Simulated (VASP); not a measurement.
Input of a VASP 6.6.1 run:

File INCAR:

```
SYSTEM = Mo
PREC = Accurate
ENCUT = 520
EDIFF = 1E-6
ISMEAR = 0
SIGMA = 0.1
LREAL = .FALSE.
LASPH = .TRUE.
NELM = 80
ALGO = Normal
ISIF = 2
LWAVE = .FALSE.
LCHARG = .FALSE.
LDIPOL = .TRUE.
IDIPOL = 3
DIPOL = 0.5 0.5 0.288
GGA = PE
NBANDS = 21
```

KPOINTS

```
regular mesh
0
G
  22 22 1
  0 0 0
```

Contents of POSCAR:

```
Mo
1.0
    2.5534334440      0.0000000000      0.0000000000
    0.0000000000      2.5534334440      0.0000000000
    0.0000000000      0.0000000000     29.5136109200
Mo
2
Direct
    0.0000000000      0.5000000000      0.3265342201
    0.5000000000      0.0000000000      0.2494712049
```

Potentials or basis: VASP PAW PBE potentials, release 64 (Mo_sv).

Launch:

```sh
$ cat potpaw_PBE.64/Mo_sv/POTCAR > POTCAR
$ mpirun -np 1 vasp_std > vasp.out
```

Question: What does it give for the largest force?

Answer: 0.018 eV/Å.

Question: Estimate the band gap on the k mesh.

Answer: Zero (bands 14 and 15 overlap by 1.20 eV).

Forces on the atoms (eV/Å):
```
Mo   0.000  0.000  0.018
Mo   0.000  0.000 -0.018
```
